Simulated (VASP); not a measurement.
A run of VASP 6.6.1:

The input INCAR:

```
SYSTEM = BaO
ALGO = Normal
EDIFF = 1E-6
ENCUT = 600
GGA = PE
GGA_COMPAT = .FALSE.
ISIF = 2
ISMEAR = 0
LASPH = .TRUE.
LCHARG = .FALSE.
LREAL = .FALSE.
LWAVE = .FALSE.
NBANDS = 15
NELM = 120
PREC = Accurate
SIGMA = 0.02
```

Contents of KPOINTS:

```
k-points
0
G
  8 8 8
  0 0 0
```

Contents of POSCAR:

```
BaO
1.0
    0.0000000000      2.7869987709      2.7869987709
    2.7869987709      0.0000000000      2.7869987709
    2.7869987709      2.7869987709      0.0000000000
Ba O
1 1
Direct
    0.0000000000      0.0000000000      0.0000000000
    0.5000000000      0.5000000000      0.5000000000
```

Potentials or basis: VASP PAW PBE potentials, release 64 (Ba_sv, O).

The run is started by

```console
$ cat potpaw_PBE.64/Ba_sv/POTCAR potpaw_PBE.64/O/POTCAR > POTCAR
$ mpirun -np 1 vasp_std > vasp.out
```

Hardware: 1 thread of AMD EPYC 7R43 64-Core Processor (Zen 3), on a shared host.

**Question.** How long does it take, and how much memory?

**Answer.** Run time: 19 s on 1 thread of AMD EPYC 7R43 64-Core Processor (Zen 3), on a shared host, peak memory 0.15 GiB. Counts: scf iterations 13, k points 29.
